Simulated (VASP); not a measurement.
# Rh (I4/mmm) in VASP: a series of runs

Rh is run at these levels: PBEsol; tasks: electric field gradients.

All numbers are computed with VASP 6.6.1; they aren't measurements. Logs are shortened: lines on timing, memory, paths and dates and some standing lists are left out, and cuts for length are marked.

**1. The cell of the first run**

It takes space group I4/mmm (No. 139, tetragonal). The conventional cell has a = 2.689 Å, b = 2.689 Å, c = 3.879 Å, α = 90.00°, β = 90.00°, γ = 90.00°. Rh (site symmetry 4/mmm) has 12 Rh at 2.69 to 2.72 Å within 3.5 Å.

**2. Electric field gradients, PBEsol (zz strain of +2 %)**

File INCAR:

```
PREC = Accurate ; ENCUT = 520
EDIFF = 1E-8 ; ISMEAR = -1
SIGMA = 0.08 ; LREAL = F
LASPH = T ; NELM = 60
ALGO = Normal ; ISIF = 2
LWAVE = F ; LCHARG = F
GGA = PS ; LEFG = T
NBANDS = 14
```

File KPOINTS:

```
regular mesh
0
Gamma
  16 16 16
```

File POSCAR:

```
Rh
1.0
    0.0000000000      1.9015500000      1.9395810000
    1.9015500000      0.0000000000      1.9395810000
    1.9015500000      1.9015500000      0.0000000000
Rh
1
Direct
    0.0000000000      0.0000000000      0.0000000000
```

Potentials or basis: VASP PAW PBE potentials, release 64 (Rh_pv).

Started as:

```
> cat potpaw_PBE.64/Rh_pv/POTCAR > POTCAR
> mpirun -np 1 vasp_std > vasp.out
```

OUTCAR:

```text
PREC = Accurate
   ENCUT = 520
   EDIFF = 1E-8
   ISMEAR = -1
   LREAL = F
   LASPH = T
   NELM = 60
   ISIF = 2
   GGA = PS

 ion  position               nearest neighbor table
   1  0.000  0.000  0.000-

  LATTYP: Found a body centered tetragonal cell.
 ALAT       =     2.6891977995
 C/A-ratio  =     1.4424978336

  Lattice vectors:

 A1 = (  -1.9015500000,   0.0000000000,   1.9395810000)
 A2 = (   1.9015500000,   0.0000000000,   1.9395810000)
 A3 = (   0.0000000000,   1.9015500000,  -1.9395810000)

Analysis of symmetry for initial positions (statically):
=====================================================================
 Subroutine PRICEL returns:
 Original cell was already a primitive cell.

 Routine SETGRP: Setting up the symmetry group for a
 body centered tetragonal supercell.

 Subroutine GETGRP returns: Found 16 space group operations
 (whereof 16 operations were pure point group operations)
 out of a pool of 16 trial point group operations.

The static configuration has the point symmetry D_4h.

Analysis of symmetry for dynamics (positions and initial velocities):
=====================================================================
 Subroutine PRICEL returns:
 Original cell was already a primitive cell.

 Routine SETGRP: Setting up the symmetry group for a
 body centered tetragonal supercell.

 Subroutine GETGRP returns: Found 16 space group operations
 (whereof 16 operations were pure point group operations)
 out of a pool of 16 trial point group operations.

The dynamic configuration has the point symmetry D_4h.

 Subroutine INISYM returns: Found 16 space group operations
 (whereof 16 operations are pure point group operations),
 and found     1 'primitive' translations

----------------------------------------------------------------------------------------

                                     Primitive cell

  volume of cell :      14.0266

  direct lattice vectors                    reciprocal lattice vectors
     0.000000000  1.901550000  1.939581000    -0.262943388  0.262943388  0.257787636
     1.901550000  0.000000000  1.939581000     0.262943388 -0.262943388  0.257787636
     1.901550000  1.901550000  0.000000000     0.262943388  0.262943388 -0.257787636

  length of vectors
     2.716222903  2.716222903  2.689197800     0.452474216  0.452474216  0.452474216

  position of ions in fractional coordinates (direct lattice)
     0.000000000  0.000000000  0.000000000

  ion indices of the primitive-cell ions
   primitive index   ion index
                 1           1

----------------------------------------------------------------------------------------

 KPOINTS: regular mesh

Automatic generation of k-mesh.
 Grid dimensions read from file:
 generate k-points for:   16   16   16

 Generating k-lattice:

  Cartesian coordinates                     Fractional coordinates (reciprocal lattice)
    -0.016433962  0.016433962  0.016111727     0.062500000  0.000000000  0.000000000
     0.016433962 -0.016433962  0.016111727     0.000000000  0.062500000  0.000000000
     0.016433962  0.016433962 -0.016111727     0.000000000  0.000000000  0.062500000

  Length of vectors
     0.028279638  0.028279638  0.028279638

  Shift w.r.t. Gamma in fractional coordinates (k-lattice)
     0.000000000  0.000000000  0.000000000

 Subroutine IBZKPT returns following result:
 ===========================================

 Found    349 irreducible k-points:

 Following reciprocal coordinates:
            Coordinates               Weight
  0.000000  0.000000  0.000000      1.000000
  0.062500  0.000000  0.000000      8.000000
  0.125000  0.000000  0.000000      8.000000
  0.187500  0.000000  0.000000      8.000000
  0.250000  0.000000  0.000000      8.000000
  0.312500  0.000000  0.000000      8.000000
[... 16 lines left out ...]
 -0.125000  0.062500  0.000000      8.000000
 -0.062500  0.062500  0.000000      4.000000
 [... further k-points ...]
   k-points           NKPTS =    349   k-points in BZ     NKDIM =    349   number of bands    NBANDS=     14
   number of dos      NEDOS =    301   number of ions     NIONS =      1
   total plane-waves  NPLWV =   8000
   dimension x,y,z NGX =    20 NGY =   20 NGZ =   20
   dimension x,y,z NGXF=    40 NGYF=   40 NGZF=   40
   ions per type =               1
   NGX,Y,Z   is equivalent  to a cutoff of  12.24, 12.24, 12.36 a.u.
   NGXF,Y,Z  is equivalent  to a cutoff of  24.48, 24.48, 24.73 a.u.
 SYSTEM =  unknown system
   PREC   = accura    normal or accurate (medium, high low for compatibility)
   ISTART =      0    job   : 0-new  1-cont  2-samecut
   ICHARG =      2    charge: 1-file 2-atom 10-const
   ISPIN  =      1    spin polarized calculation?
   LNONCOLLINEAR =      F non collinear calculations
   LSORBIT =      F    spin-orbit coupling
   LASPH  =      T    aspherical Exc in radial PAW
   ENCUT  =  520.0 eV  38.22 Ry    6.18 a.u.   5.05  5.05  5.00*2*pi/ulx,y,z
   NELM   =     60;   NELMIN=  2; NELMDL= -5     # of ELM steps
   EDIFF  = 0.1E-07   stopping-criterion for ELM
   LREAL  =      F    real-space projection
   EDIFFG = 0.1E-06   stopping-criterion for IOM
   NSW    =      0    number of steps for IOM
   IBRION =     -1    ionic relax: 0-MD 1-quasi-New 2-CG
   NFREE  =      0    steps in history (QN), initial steepest desc. (CG)
   ISIF   =      2    stress and relaxation
   ISYM   =      2    0-nonsym 1-usesym 2-fastsym
   POTIM  = 0.5000    time-step for ionic-motion
   TEBEG  =    0.0;   TEEND  =   0.0 temperature during run
   PSTRESS=    0.0 pullay stress
   NELECT =      15.0000    total number of electrons
   NUPDOWN=      -1.0000    fix difference up-down
   EMIN   =  10.00;   EMAX   =-10.00  energy-range for DOS
   EFERMI =   0.00;   METHOD = LEGACY
   ISMEAR =    -1;   SIGMA  =   0.08  broadening in eV -4-tet -1-fermi 0-gaus
   EFERMI_NEDOS =   21; number of points for ismear=-14 and -15
   IALGO  =     38    algorithm
   IMIX   =      4    mixing-type and parameters
     AMIX     =   0.40;   BMIX     =  1.00
     AMIX_MAG =   1.60;   BMIX_MAG =  1.00
  volume/ion in A,a.u.               =      14.03        94.66
  Fermi-wavevector in a.u.,A,eV,Ry     =   1.674123  3.163634 38.132897  2.802689
  Thomas-Fermi vector in A             =   2.758974
   LORBIT       =      0    0 simple, 1 ext, 2 COOP (PROOUT), +10 PAW based schemes
   GGA     = PS    functional components
   LHFCALC =     F    Hartree Fock is set to
   AEXX    =    0.0000 exact exchange contribution
   IVDW    =     0    specifies the selected vdW correction
   LEPSILON=     F    determine dielectric tensor
   LRPA    =     F    only Hartree local field effects (RPA)
 non-spin polarized calculation
  energy-cutoff  :      520.00
  volume of cell :       14.03
 maximum number of plane-waves:       388
   NGX =  9   NGY =  9   NGZ =  9

 number of electron      15.0000002 magnetization

 Free energy of the ion-electron system (eV)
  ---------------------------------------------------
  ext. energy  EPLUGINS =         0.00000000
  ---------------------------------------------------
  free energy    TOTEN  =        -8.13261879 eV

  energy without entropy =       -8.10218126  energy(sigma->0) =       -8.11740003

 E-fermi :  11.3853     XC(G=0): -14.0891

 val. band max:       11.3806371463   @ k =  -0.1250   0.1875   0.0625
 cond. band min:      11.3864584967   @ k =   0.3125   0.1875   0.0625
 fundamental gap:      0.0058213504
 Fermi energy:        11.3852755372

 k-point     1 :       0.0000    0.0000    0.0000
  band No.  band energies     occupation
      1     -34.9124      2.00000
      2     -34.9025      2.00000
      3     -34.9025      2.00000
      4       3.4848      2.00000
      5       8.2521      2.00000
      6       8.4647      2.00000
      7       8.4647      2.00000
      8      10.3089      2.00000
      9      10.5642      1.99993
     10      27.3444      0.00000
     11      31.8225      0.00000
     12      32.2856      0.00000
     13      32.8724      0.00000
     14      32.8724      0.00000

 k-point     2 :       0.0625    0.0000    0.0000
  band No.  band energies     occupation
      1     -34.9337      2.00000
      2     -34.9123      2.00000
      3     -34.9058      2.00000
      4       3.6395      2.00000
      5       8.2553      2.00000
      6       8.4533      2.00000
      7       8.5245      2.00000
      8      10.2802      2.00000
      9      10.5267      1.99996
     10      27.5642      0.00000
[... 362 lines left out ...]
 k-point    24 :      -0.0625    0.0625    0.0000
  band No.  band energies     occupation
      1     -34.9706      2.00000
      2     -34.9314      2.00000
      3     -34.9067      2.00000
      4       3.8949      2.00000
      5       8.2518      2.00000
      6       8.4518      2.00000
      7       8.6064      2.00000
      8      10.3510      2.00000
      9      10.3708      1.99999
     10      27.9046      0.00000
     11      31.0696      0.00000
     12      31.8269      0.00000
     13      32.3533      0.00000
     14      33.7357      0.00000

 [... further k-points ...]
[... 5 lines left out ...]
  --------------------------------------------------------------------------------------
  -------------------------------------------------------------------------------------
  Total       -0.7356847     -0.7356847     -1.1368357      0.0000000     -0.0000000      0.0000000
  in kB      -84.0328128    -84.0328128   -129.8538566      0.0000000     -0.0000000      0.0000000
  external PRESSURE =     -99.3064941 kB  Pullay stress =       0.0000000 kB

 VOLUME and BASIS-vectors are now :
 -----------------------------------------------------------------------------
  energy-cutoff  :      520.00
  volume of cell :       14.03
      direct lattice vectors                 reciprocal lattice vectors
     0.000000000  1.901550000  1.939581000    -0.262943388  0.262943388  0.257787636
     1.901550000  0.000000000  1.939581000     0.262943388 -0.262943388  0.257787636
     1.901550000  1.901550000  0.000000000     0.262943388  0.262943388 -0.257787636

 POSITION                                       TOTAL-FORCE (eV/Angst)
 -----------------------------------------------------------------------------------
      0.00000      0.00000      0.00000         0.000000      0.000000      0.000000
 -----------------------------------------------------------------------------------
    total drift:                               -0.000000     -0.000000     -0.000000

  FREE ENERGIE OF THE ION-ELECTRON SYSTEM (eV)
  ---------------------------------------------------
  free  energy   TOTEN  =        -8.1326187948 eV

  energy  without entropy=       -8.1021812599  energy(sigma->0) =       -8.11740003

 Electric field gradients (V/A^2)
---------------------------------------------------------------------
 ion       V_xx      V_yy      V_zz      V_xy      V_xz      V_yz
---------------------------------------------------------------------
   1      -0.797    -0.797     1.594     0.001    -0.000    -0.000
---------------------------------------------------------------------

 Electric field gradients after diagonalization (V/A^2)
 (convention: |V_zz| > |V_xx| > |V_yy|)
----------------------------------------------------------------------
 ion       V_xx      V_yy      V_zz     asymmetry (V_yy - V_xx)/ V_zz
----------------------------------------------------------------------
   1      -0.798    -0.796     1.594       0.001
----------------------------------------------------------------------

           NMR quadrupolar parameters

 Cq : quadrupolar parameter    Cq=e*Q*V_zz/h
 eta: asymmetry parameters     (V_yy - V_xx)/ V_zz
 Q  : nuclear electric quadrupole moment in mb (millibarn)
----------------------------------------------------------------------
 ion       Cq(MHz)       eta       Q (mb)
----------------------------------------------------------------------
   1       0.004       0.001       1.000
----------------------------------------------------------------------
```

Run time: 2.4 min. Hardware: 1 thread of AMD EPYC 7R13, shared host; peak memory 0.14 GiB.

Results:

| Property | Result |
| --- | --- |
| Free energy | -8.1326 eV |
| Pressure | -9.9 GPa |

Levels at points of the mesh, in eV from the Fermi level:
| k point | band 3 | band 4 | band 5 | band 6 | band 7 | band 8 | band 9 | band 10 | band 11 | band 12 |
| --- | --- | --- | --- | --- | --- | --- | --- | --- | --- | --- |
| (0.00, 0.00, 0.00) | -46.29 | -7.90 | -3.13 | -2.92 | -2.92 | -1.08 | -0.82 | 15.96 | 20.44 | 20.90 |
| (0.50, 0.00, 0.00) | -46.37 | -5.99 | -3.17 | -2.95 | 0.51 | 0.62 | 0.68 | 8.39 | 15.44 | 20.44 |
| (0.50, 0.50, 0.00) | -46.53 | -6.15 | -5.78 | 0.56 | 0.95 | 0.95 | 2.89 | 11.62 | 13.36 | 13.36 |
| (0.50, 0.00, 0.50) | -46.54 | -6.15 | -5.79 | 0.54 | 0.88 | 1.06 | 3.30 | 12.16 | 12.90 | 13.10 |

Electric field gradients, principal values (V/Å²):
```csv
atom,least,middle,greatest (by size)
1 Rh,-0.796,-0.798,1.594
```

Caveat: the cell differs from its parent crystal (zz strain of +2 %); without QUAD_EFG the Cq values of the log hold for a quadrupole moment of 1 mb, not for the nuclei; the PAW data sets were made with another functional, which shifts forces and pressure a little.

(Continued in part 2 of 2.)
